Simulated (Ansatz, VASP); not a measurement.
# Pd: VASP beside Ansatz

```
Pd
1.0
    -1.54319    1.54319    1.54319
     1.54319   -1.54319    1.54319
     1.54319    1.54319   -1.54319
Pd
1
Direct
  0.00000 0.00000 0.00000
```

Alike in both runs: task single point; functional PBEsol; k mesh 8 × 8 × 8; occupations gaussian, width 0.1 eV; no spin polarisation.

|  | VASP | Ansatz |
| --- | --- | --- |
| version | VASP 6.6.1 | Ansatz 0.2.0 |
| potentials or method | VASP PAW PBE potentials, release 64 (Pd), cutoff 500 eV | scalar-relativistic, plane waves, PAW |
| valence electrons in the cell | 10 | 18 |

```csv
,VASP,Ansatz,Ansatz less VASP
gap on the k mesh at the Fermi level (eV),none,none,-
pressure (GPa),-0.3,0.0,+0.30
```

VASP's potentials were made for PBE, not for PBEsol, and Ansatz warns of the same on its side. A gap of «none» marks a metal or a gap that the smearing closes. VASP's potentials hold 10 valence electrons a cell and Ansatz's 18, so a difference there can come from the potentials and not from the codes.
